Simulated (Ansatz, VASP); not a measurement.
**Pt3Se2: VASP beside Ansatz**

Contents of INCAR:

```
SYSTEM = Pt3Se2
ALGO = Normal ; EDIFF = 1E-6
EDIFFG = -0.01 ; ENCUT = 600
GGA = PE ; IBRION = 2
ISIF = 3 ; ISMEAR = 0
LASPH = .TRUE. ; LCHARG = .FALSE.
LREAL = .FALSE. ; LWAVE = .FALSE.
NELM = 80 ; NSW = 100
PREC = Accurate ; SIGMA = 0.1
```

The input KPOINTS:

```
k-points
0
G
  8 8 8
  0 0 0
```

The input POSCAR:

```
Pt3Se2
1.0
    4.9020446798      0.0000000000      0.0000000000
    0.0000000000      4.9020446798      0.0000000000
    0.0000000000      0.0000000000      4.7437635558
Pt Se
3 2
Direct
    0.0000000000      0.0000000000      0.5000000000
    0.0000000000      0.5000000000      0.0000000000
    0.5000000000      0.0000000000      0.0000000000
    0.0000000000      0.5000000000      0.5000000000
    0.5000000000      0.0000000000      0.5000000000
```

Input for Ansatz:

```yaml
crystal:
  lattice:
    - [4.9020446798, 0.0, 0.0]
    - [0.0, 4.9020446798, 0.0]
    - [0.0, 0.0, 4.7437635558]
  atoms:
    - { symbol: Pt, position: [0.0, 0.0, 0.5] }
    - { symbol: Pt, position: [0.0, 0.5, 0.0] }
    - { symbol: Pt, position: [0.5, 0.0, 0.0] }
    - { symbol: Se, position: [0.0, 0.5, 0.5] }
    - { symbol: Se, position: [0.5, 0.0, 0.5] }
basis:
  ecutwfc: 420
kpoints:
  mp_grid: { grid: [8, 8, 8] }
hamiltonian:
  xc: pbe
scf:
  occupations: { method: gaussian, width: 0.1 }
output:
  forces: true
  stress: true
  eigenvalues: true
  write_density: true
  write_potential: true
  elf: true
  volumetric_format: npy
relax:
  adjacent_minimum: "off"
  f_tol: 0.01
  max_steps: 80
  cell: { stress_tol: 0.05 }
```

Alike in both runs: task relaxation of cell and atoms; functional PBE; k mesh 8 × 8 × 8; occupations gaussian, width 0.1 eV; no spin polarisation.

|  | VASP | Ansatz |
| --- | --- | --- |
| version | VASP 6.6.1 | Ansatz 0.2.0 |
| potentials or method | VASP PAW PBE potentials, release 64 (Pt, Se), cutoff 600 eV | scalar-relativistic, plane waves, PAW |
| valence electrons in the cell | 42 | 86 |

```csv
,VASP,Ansatz,Ansatz less VASP
"gap on the k mesh at the Fermi level, each at its own relaxed structure (eV)",none,none,-
relaxed volume (Å³/atom),22.86,22.83,-0.022
relaxed cell length with the largest relative difference (Å),4.730,4.725,-0.0048
```

A gap of «none» marks a metal or a gap that the smearing closes. VASP's potentials hold 42 valence electrons a cell and Ansatz's 86, so a difference there can come from the potentials and not from the codes.

Spin-orbit coupling is off throughout.
